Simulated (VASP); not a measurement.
# B2O in VASP: a series of runs

The runs below take B2O through single point, with PBE.

Program: VASP 6.6.1. These are calculated values, not measurements. Logs are shortened: lines on timing, memory, paths and dates and some standing lists are left out, and cuts for length are marked.

## 1. The cell of the first run

The structure is trigonal, space group P-3m1 (No. 164). Conventional cell: a = 2.898 Å, b = 2.898 Å, c = 7.099 Å, α = 90.00°, β = 90.00°, γ = 120.00°. Within 2.3 Å of O (site symmetry 3m) lie 4 B at 1.75 to 2.01 Å. B (site symmetry 3m) has 3 B at 1.70 Å and 1 O at 2.01 Å within 2.3 Å. Within 2.3 Å of B (site symmetry 3m) lie 1 B at 1.70 Å and 3 O at 1.75 Å.

## 2. Single point, PBE

File INCAR:

```
SYSTEM = B2O
  PREC = Accurate
  ENCUT = 520
  EDIFF = 1E-6
  ISMEAR = -1
  SIGMA = 0.05
  LREAL = .FALSE.
  LASPH = .TRUE.
  NELM = 80
  ALGO = Normal
  ISIF = 2
  LWAVE = .FALSE.
  LCHARG = .FALSE.
  GGA = PE
  NBANDS = 21
```

File KPOINTS:

```
Automatic mesh
0
G
  11 11 4
  0 0 0
```

File POSCAR:

```
B2O
1.0
    2.8980667808      0.0000000000      0.0000000000
   -1.4490333904      2.5097994541      0.0000000000
    0.0000000000      0.0000000000      7.0987033478
O B
2 4
Direct
    0.3333333333      0.6666666667      0.6940000000
    0.6666666667      0.3333333333      0.3060000000
    0.3333333333      0.6666666667      0.9770000000
    0.6666666667      0.3333333333      0.0230000000
    0.0000000000      0.0000000000      0.6200000000
    0.0000000000      0.0000000000      0.3800000000
```

Potentials or basis: VASP PAW PBE potentials, release 64 (O, B).

Launch:

```sh
$ cat potpaw_PBE.64/O/POTCAR potpaw_PBE.64/B/POTCAR > POTCAR
$ mpirun -np 1 vasp_std > vasp.out
```

OUTCAR:

```text
SYSTEM = B2O
   PREC = Accurate
   ENCUT = 520
   EDIFF = 1E-6
   ISMEAR = -1
   LREAL = .FALSE.
   LASPH = .TRUE.
   NELM = 80
   ISIF = 2
   GGA = PE

 ion  position               nearest neighbor table
   1  0.333  0.667  0.694-   5 1.75   5 1.75   5 1.75   3 2.01
   2  0.667  0.333  0.306-   6 1.75   6 1.75   6 1.75   4 2.01
   3  0.333  0.667  0.977-   4 1.70   4 1.70   4 1.70   1 2.01
   4  0.667  0.333  0.023-   3 1.70   3 1.70   3 1.70   2 2.01
   5  0.000  0.000  0.620-   6 1.70   1 1.75   1 1.75   1 1.75
   6  0.000  0.000  0.380-   5 1.70   2 1.75   2 1.75   2 1.75

  LATTYP: Found a hexagonal cell.
 ALAT       =     2.8980667808
 C/A-ratio  =     2.4494616186

  Lattice vectors:

 A1 = (   2.8980667808,   0.0000000000,   0.0000000000)
 A2 = (  -1.4490333904,   2.5097994541,   0.0000000000)
 A3 = (   0.0000000000,   0.0000000000,   7.0987033478)

Analysis of symmetry for initial positions (statically):
=====================================================================
 Subroutine PRICEL returns:
 Original cell was already a primitive cell.

 Routine SETGRP: Setting up the symmetry group for a
 hexagonal supercell.

 Subroutine GETGRP returns: Found 12 space group operations
 (whereof 12 operations were pure point group operations)
 out of a pool of 24 trial point group operations.

The static configuration has the point symmetry D_3d.

Analysis of symmetry for dynamics (positions and initial velocities):
=====================================================================
 Subroutine PRICEL returns:
 Original cell was already a primitive cell.

 Routine SETGRP: Setting up the symmetry group for a
 hexagonal supercell.

 Subroutine GETGRP returns: Found 12 space group operations
 (whereof 12 operations were pure point group operations)
 out of a pool of 24 trial point group operations.

The dynamic configuration has the point symmetry D_3d.

 Subroutine INISYM returns: Found 12 space group operations
 (whereof 12 operations are pure point group operations),
 and found     1 'primitive' translations

----------------------------------------------------------------------------------------

                                     Primitive cell

  volume of cell :      51.6329

  direct lattice vectors                    reciprocal lattice vectors
     2.898066781  0.000000000  0.000000000     0.345057611  0.199219105  0.000000000
    -1.449033390  2.509799454  0.000000000     0.000000000  0.398438209  0.000000000
     0.000000000  0.000000000  7.098703348     0.000000000  0.000000000  0.140870797

  length of vectors
     2.898066781  2.898066781  7.098703348     0.398438209  0.398438209  0.140870797

  position of ions in fractional coordinates (direct lattice)
     0.333333333  0.666666667  0.694000000
     0.666666667  0.333333333  0.306000000
     0.333333333  0.666666667  0.977000000
     0.666666667  0.333333333  0.023000000
     0.000000000  0.000000000  0.620000000
     0.000000000  0.000000000  0.380000000

  ion indices of the primitive-cell ions
   primitive index   ion index
                 1           1
                 2           2
                 3           3
                 4           4
                 5           5
                 6           6

----------------------------------------------------------------------------------------

 KPOINTS: Automatic mesh

Automatic generation of k-mesh.
 Grid dimensions read from file:
 generate k-points for:   11   11    4

 Generating k-lattice:

  Cartesian coordinates                     Fractional coordinates (reciprocal lattice)
     0.031368874  0.018110828  0.000000000     0.090909091 -0.000000000  0.000000000
     0.000000000  0.036221655  0.000000000     0.000000000  0.090909091  0.000000000
     0.000000000  0.000000000  0.035217699     0.000000000  0.000000000  0.250000000

  Length of vectors
     0.036221655  0.036221655  0.035217699

  Shift w.r.t. Gamma in fractional coordinates (k-lattice)
     0.000000000  0.000000000  0.000000000

 Subroutine IBZKPT returns following result:
[... 44 lines left out ...]

 number of electron      23.9999991 magnetization

 Free energy of the ion-electron system (eV)
  ---------------------------------------------------
  ext. energy  EPLUGINS =         0.00000000
  ---------------------------------------------------
  free energy    TOTEN  =       -37.51550971 eV

  energy without entropy =      -37.49856509  energy(sigma->0) =      -37.50703740

 E-fermi :   5.8393     XC(G=0): -10.9747

 val. band max:        5.8245163198   @ k =   0.2727  -0.0000   0.5000
 cond. band min:       5.8456713349   @ k =  -0.0909   0.4545   0.2500
 fundamental gap:      0.0211550151
 Fermi energy:         5.8393451398

 k-point     1 :       0.0000    0.0000    0.0000
  band No.  band energies     occupation
      1     -17.3891      2.00000
      2     -16.8975      2.00000
      3      -6.4110      2.00000
      4      -3.6887      2.00000
      5      -2.0420      2.00000
      6      -0.9458      2.00000
[... 13 lines left out ...]
     20      14.8369      0.00000
     21      14.8369      0.00000

 k-point     2 :       0.0909    0.0000    0.0000
  band No.  band energies     occupation
      1     -17.3097      2.00000
      2     -16.8313      2.00000
      3      -6.2713      2.00000
      4      -3.7138      2.00000
      5      -1.9986      2.00000
      6      -1.3914      2.00000
[... 13 lines left out ...]
     20      14.8727      0.00000
     21      15.4528      0.00000

 k-point     3 :       0.1818   -0.0000    0.0000
  band No.  band energies     occupation
      1     -17.0851      2.00000
      2     -16.6473      2.00000
      3      -5.8649      2.00000
      4      -3.9769      2.00000
      5      -2.6002      2.00000
      6      -1.7265      2.00000
[... 13 lines left out ...]
     20      14.7577      0.00000
     21      15.2692      0.00000
[... 457 lines left out ...]
 k-point    23 :       0.0000    0.2727    0.2500
  band No.  band energies     occupation
      1     -16.7549      2.00000
      2     -16.3993      2.00000
      3      -5.2740      2.00000
      4      -4.4882      2.00000
      5      -3.8067      2.00000
      6      -2.4304      2.00000
[... 13 lines left out ...]
     20      13.3341      0.00000
     21      14.5792      0.00000

 k-point    24 :       0.3636   -0.0000    0.2500
  band No.  band energies     occupation
      1     -16.4132      2.00000
      2     -16.1531      2.00000
      3      -5.7014      2.00000
      4      -4.8683      2.00000
      5      -3.7305      2.00000
      6      -2.2266      2.00000
[... 13 lines left out ...]
     20      13.9007      0.00000
     21      14.5657      0.00000

 [... further k-points ...]

------------------------ aborting loop because EDIFF is reached ----------------------------------------

  FORCE on cell =-STRESS in cart. coord.  units (eV):
  Direction    XX          YY          ZZ          XY          YZ          ZX
  --------------------------------------------------------------------------------------
  -------------------------------------------------------------------------------------
  Total       -9.8350453     -9.8350453     -1.0323715     -0.0000000      0.0000000      0.0000000
  in kB     -305.1831201   -305.1831201    -32.0346629     -0.0000000      0.0000000      0.0000000
  external PRESSURE =    -214.1336344 kB  Pullay stress =       0.0000000 kB

 VOLUME and BASIS-vectors are now :
 -----------------------------------------------------------------------------
  energy-cutoff  :      520.00
  volume of cell :       51.63
      direct lattice vectors                 reciprocal lattice vectors
     2.898066781  0.000000000  0.000000000     0.345057611  0.199219105  0.000000000
    -1.449033390  2.509799454  0.000000000     0.000000000  0.398438209  0.000000000
     0.000000000  0.000000000  7.098703348     0.000000000  0.000000000  0.140870797

 POSITION                                       TOTAL-FORCE (eV/Angst)
 -----------------------------------------------------------------------------------
     -0.00000      1.67320      4.92650         0.000000      0.000000      0.063842
      1.44903      0.83660      2.17220        -0.000000     -0.000000     -0.063842
     -0.00000      1.67320      6.93543         0.000000      0.000000      0.249041
      1.44903      0.83660      0.16327         0.000000     -0.000000     -0.249041
      0.00000      0.00000      4.40120         0.000000     -0.000000     -0.117682
      0.00000      0.00000      2.69751        -0.000000      0.000000      0.117682
 -----------------------------------------------------------------------------------
    total drift:                                0.000000     -0.000000      0.000000

  FREE ENERGIE OF THE ION-ELECTRON SYSTEM (eV)
  ---------------------------------------------------
  free  energy   TOTEN  =       -37.5155097131 eV

  energy  without entropy=      -37.4985650870  energy(sigma->0) =      -37.50703740
```

Wall time 26 s (1 thread of Intel Xeon 6975P-C (Granite Rapids), shared host); peak memory 0.2 GiB.

Results:

```
Free energy            : -37.5155 eV
Pressure               : -21.4 GPa
Largest force          : 0.249 eV/Å
Band gap on the k mesh : zero (band 12 reaches 6.50 eV, above the bottom of band 13 at 5.37 eV)
```

Forces in eV/Å, atoms in the order of the input:
```
O    0.000  0.000  0.064
O    0.000  0.000 -0.064
B    0.000  0.000  0.249
B    0.000  0.000 -0.249
B    0.000  0.000 -0.118
B    0.000  0.000  0.118
```

Levels at points of the mesh, in eV from the Fermi level:
| k point | band 10 | band 11 | band 12 | band 13 | band 14 | band 15 |
| --- | --- | --- | --- | --- | --- | --- |
| (0.00, 0.00, 0.00) | -3.07 | -1.43 | 0.50 | 1.12 | 1.74 | 1.74 |
| (0.00, 0.00, 0.50) | -5.01 | -0.51 | 0.01 | 1.32 | 1.62 | 1.62 |

## 3. Single point, PBE

This run uses another cell than the first one, of 8.77 Å³/atom, 1.020 times its volume.

File INCAR:

```
ALGO     = Normal         # electronic algorithm
EDIFF    = 1E-6           # SCF threshold, eV
ENCUT    = 520            # plane-wave cutoff, eV
GGA      = PE             # functional
ISIF     = 2              # what is computed and relaxed
ISMEAR   = -1             # smearing method
LASPH    = True           # aspherical terms in the spheres
LCHARG   = False          # write CHGCAR
LREAL    = False          # projectors in reciprocal space
LWAVE    = False          # write WAVECAR
NBANDS   = 21             # bands
NELM     = 60             # most SCF steps
PREC     = Accurate       # precision mode
SIGMA    = 0.05           # smearing width, eV
```

File KPOINTS:

```
k-points
0
Gamma
  11 11 4
```

Changes to POSCAR since step 2:

```diff
@@ -2,5 +2,5 @@
 1.0
-    2.8980667808      0.0000000000      0.0000000000
-   -1.4490333904      2.5097994541      0.0000000000
-    0.0000000000      0.0000000000      7.0987033478
+    2.9168859236      0.0000000000      0.0000000000
+   -1.4584429618      2.5260973098      0.0000000000
+    0.0000000000      0.0000000000      7.1448001157
 O B
```

Potentials or basis: VASP PAW PBE potentials, release 64 (O, B).

Launch:

```sh
$ cat potpaw_PBE.64/O/POTCAR potpaw_PBE.64/B/POTCAR > POTCAR
$ mpirun -np 1 vasp_std > vasp.out
```

Wall time 29 s (1 thread of Intel Xeon 6975P-C (Granite Rapids), shared host); peak memory 0.19 GiB.

The run converged. Its results:

```yaml
Free_energy: -37.3752 eV
Pressure: -23.4 GPa
Largest_force: 0.340 eV/Å
Band_gap_on_the_k_mesh: zero (band 12 reaches 6.24 eV, above the bottom of band 13 at 5.16 eV)
```

Forces in eV/Å, atoms in the order of the input:
```
O    0.000  0.000  0.015
O    0.000  0.000 -0.015
B    0.000  0.000  0.340
B    0.000  0.000 -0.340
B    0.000  0.000 -0.202
B    0.000  0.000  0.202
```

Stress tensor (GPa, compression positive):
```
-32.32   0.00   0.00
  0.00 -32.32   0.00
  0.00   0.00  -5.61
```

Levels at points of the mesh, in eV from the Fermi level:
| k point | band 9 | band 10 | band 11 | band 12 | band 13 | band 14 | band 15 | band 16 |
| --- | --- | --- | --- | --- | --- | --- | --- | --- |
| (0.00, 0.00, 0.00) | -6.52 | -3.04 | -1.47 | 0.47 | 1.11 | 1.71 | 1.71 | 2.58 |
| (0.00, 0.00, 0.50) | -5.59 | -4.96 | -0.58 | 0.01 | 1.29 | 1.61 | 1.61 | 2.74 |

## 4. Single point, PBE

This run uses another cell than the first one, of 8.94 Å³/atom, 1.039 times its volume.

File INCAR:

```
SYSTEM = B2O
ALGO = Normal
EDIFF = 1E-6
ENCUT = 520
GGA = PE
ISIF = 2
ISMEAR = -1
LASPH = .True.
LCHARG = .True.
LELF = .True.
LREAL = .False.
LVHAR = .True.
LWAVE = .False.
NBANDS = 21
NELM = 80
PREC = Accurate
SIGMA = 0.05
```

File KPOINTS:

```
k-points
0
Gamma
  11 11 4
  0 0 0
```

Changes to POSCAR since step 3:

```diff
@@ -2,5 +2,5 @@
 1.0
-    2.9168859236      0.0000000000      0.0000000000
-   -1.4584429618      2.5260973098      0.0000000000
-    0.0000000000      0.0000000000      7.1448001157
+    2.9354653158      0.0000000000      0.0000000000
+   -1.4677326579      2.5421875354      0.0000000000
+    0.0000000000      0.0000000000      7.1903096237
 O B
```

Launch:

```sh
$ cat potpaw_PBE.64/O/POTCAR potpaw_PBE.64/B/POTCAR > POTCAR
$ mpirun -np 1 vasp_std > vasp.out
```

It took 27 s on 1 thread of Intel Xeon 6975P-C (Granite Rapids), shared host; peak memory 0.2 GiB.

It converged, with:

```yaml
Free_energy: -37.2226 eV
Pressure: -25.2 GPa
Largest_force: 0.426 eV/Å
Band_gap_on_the_k_mesh: zero (band 12 reaches 5.99 eV, above the bottom of band 13 at 4.96 eV)
```

Forces in eV/Å, atoms in the order of the input:
```
O    0.000  0.000 -0.029
O    0.000  0.000  0.029
B    0.000  0.000  0.426
B    0.000  0.000 -0.426
B    0.000  0.000 -0.285
B    0.000  0.000  0.285
```

Stress tensor (GPa, compression positive):
```
-33.96   0.00   0.00
  0.00 -33.96   0.00
  0.00   0.00  -7.77
```

Levels at points of the mesh, in eV from the Fermi level:
| k point | band 8 | band 9 | band 10 | band 11 | band 12 | band 13 | band 14 | band 15 | band 16 | band 17 |
| --- | --- | --- | --- | --- | --- | --- | --- | --- | --- | --- |
| (0.00, 0.00, 0.00) | -6.38 | -6.38 | -3.01 | -1.51 | 0.44 | 1.09 | 1.69 | 1.69 | 2.59 | 2.59 |
| (0.00, 0.00, 0.50) | -6.37 | -5.49 | -4.90 | -0.65 | 0.01 | 1.27 | 1.59 | 1.59 | 2.73 | 2.73 |

## 5. Single point, PBE (atoms moved at random)

File INCAR:

```
ALGO = Normal
EDIFF = 1E-7
ENCUT = 520
GGA = PE
ISIF = 2
ISMEAR = -1
LASPH = T
LCHARG = F
LREAL = F
LWAVE = F
NBANDS = 21
NELM = 100
PREC = Accurate
SIGMA = 0.05
```

File KPOINTS:

```
k-points
0
Gamma
  11 11 4
```

File POSCAR:

```
B2O
1.0
    2.8790000000      0.0000000000      0.0000000000
   -1.4395000000      2.4932871375      0.0000000000
    0.0000000000      0.0000000000      7.0520000000
O B
2 4
Direct
    0.3482080000      0.6757530000      0.6890160000
    0.6787950000      0.3493390000      0.3080500000
    0.3161440000      0.6618220000      0.9750080000
    0.6688730000      0.3242580000      0.0277370000
   -0.0170350000     -0.0095210000      0.6141160000
    0.0021500000      0.0101370000      0.3810620000
```

Launch:

```sh
$ cat potpaw_PBE.64/O/POTCAR potpaw_PBE.64/B/POTCAR > POTCAR
$ mpirun -np 1 vasp_std > vasp.out
```

Run time: 1.8 min. Hardware: 1 thread of Intel Xeon 6975P-C (Granite Rapids), shared host; peak memory 0.31 GiB.

The run converged. Its results:

| Quantity | Value |
| --- | --- |
| Free energy | -37.5689 eV |
| Pressure | -18.0 GPa |
| Largest force | 0.852 eV/Å |
| Band gap on the k mesh | zero (band 12 reaches 6.78 eV, above the bottom of band 13 at 5.55 eV) |

Forces on the atoms (eV/Å):
```
O   -0.063  0.011  0.258
O   -0.079 -0.156 -0.401
B    0.700  0.137  0.466
B   -0.643 -0.066 -0.491
B    0.041  0.087  0.837
B    0.044 -0.013 -0.669
```

Stress tensor (GPa, compression positive):
```
-30.24   1.69  -0.01
  1.69 -26.89   0.90
 -0.01   0.90   3.03
```

Levels at points of the mesh, in eV from the Fermi level:
| k point | band 10 | band 11 | band 12 | band 13 | band 14 | band 15 |
| --- | --- | --- | --- | --- | --- | --- |
| (0.00, 0.00, 0.00) | -3.18 | -1.35 | 0.55 | 1.01 | 1.28 | 2.22 |
| (0.00, 0.00, 0.50) | -5.10 | -0.40 | -0.01 | 1.19 | 1.27 | 1.94 |

Caveat: the cell differs from its parent crystal (atoms moved at random).

## 6. Single point, PBE

This run uses another cell than the first one, of 8.44 Å³/atom, 0.980 times its volume.

File INCAR:

```
SYSTEM = B2O
PREC = Accurate ; ENCUT = 520
EDIFF = 1E-7 ; ISMEAR = 1
SIGMA = 0.05 ; LREAL = .FALSE.
LASPH = .TRUE. ; NELM = 60
ALGO = Normal ; ISIF = 2
LWAVE = .FALSE. ; LCHARG = .TRUE.
GGA = PE ; LELF = .TRUE.
LVHAR = .TRUE. ; NBANDS = 21
```

File KPOINTS:

```
regular mesh
0
G
  9 9 3
  0 0 0
```

File POSCAR:

```
B2O
1.0
    2.8790000000      0.0000000000      0.0000000000
   -1.4395000000      2.4932871375      0.0000000000
    0.0000000000      0.0000000000      7.0520000000
O B
2 4
Direct
    0.3333333333      0.6666666667      0.6940000000
    0.6666666667      0.3333333333      0.3060000000
    0.3333333333      0.6666666667      0.9770000000
    0.6666666667      0.3333333333      0.0230000000
    0.0000000000      0.0000000000      0.6200000000
    0.0000000000      0.0000000000      0.3800000000
```

Potentials or basis: VASP PAW PBE potentials, release 64 (O, B).

Launch:

```sh
$ cat potpaw_PBE.64/O/POTCAR potpaw_PBE.64/B/POTCAR > POTCAR
$ mpirun -np 1 vasp_std > vasp.out
```

Run time: 25 s. Hardware: 1 thread of Intel Xeon Platinum 8559C (Emerald Rapids), shared host; peak memory 0.18 GiB.

Results (log left out):

```
Free energy            : -37.6281 eV
Pressure               : -18.9 GPa
Largest force          : 0.184 eV/Å
Band gap on the k mesh : zero (band 12 reaches 6.71 eV, above the bottom of band 13 at 5.50 eV)
```

Forces on the atoms (eV/Å):
```
O    0.000  0.000  0.184
O    0.000  0.000 -0.184
B    0.000  0.000 -0.017
B    0.000  0.000  0.017
B    0.000  0.000 -0.147
B    0.000  0.000  0.147
```

Stress tensor (GPa, compression positive):
```
-28.67   0.00   0.00
  0.00 -28.67   0.00
  0.00   0.00   0.55
```

Levels at points of the mesh, in eV from the Fermi level:
```
           k point  band 8  band 9  band 10  band 11  band 12  band 13  band 14  band 15  band 16  band 17
(0.00, 0.00, 0.00)   -6.83   -6.83    -3.14    -1.48     0.49     1.01     1.47     1.47     2.55     2.55
```

## 7. Summary

| cell | k mesh | smearing | gap on the mesh (eV) | pressure (GPa) | largest force (eV/Å) |
| --- | --- | --- | --- | --- | --- |
| a = 2.898, b = 2.898, c = 7.099 Å, angles 90.0, 90.0, 120.0°, 6 atoms | 11 × 11 × 4 | fermi-dirac 0.05 eV | none | -21.4 | 0.25 |
| a = 2.917, b = 2.917, c = 7.145 Å, angles 90.0, 90.0, 120.0°, 6 atoms | 11 × 11 × 4 | fermi-dirac 0.05 eV | none | -23.4 | 0.34 |
| a = 2.935, b = 2.935, c = 7.190 Å, angles 90.0, 90.0, 120.0°, 6 atoms | 11 × 11 × 4 | fermi-dirac 0.05 eV | none | -25.2 | 0.43 |
| a = 2.879, b = 2.879, c = 7.052 Å, angles 90.0, 90.0, 120.0°, 6 atoms | 11 × 11 × 4 | fermi-dirac 0.05 eV | none | -18.0 | 0.85 |
| a = 2.879, b = 2.879, c = 7.052 Å, angles 90.0, 90.0, 120.0°, 6 atoms | 9 × 9 × 3 | methfessel-paxton 0.05 eV | none | -18.9 | 0.18 |

Some of these runs hold the atoms at other places in the same cell, which the table doesn't show; runs alike in all that it shows share one row.

Alike in all rows: task single point; level PBE; potentials or basis VASP PAW PBE potentials, release 64 (O, B); no spin polarisation; cutoff (eV) 520.

Absolute energies hang on the potentials; compare differences alone.
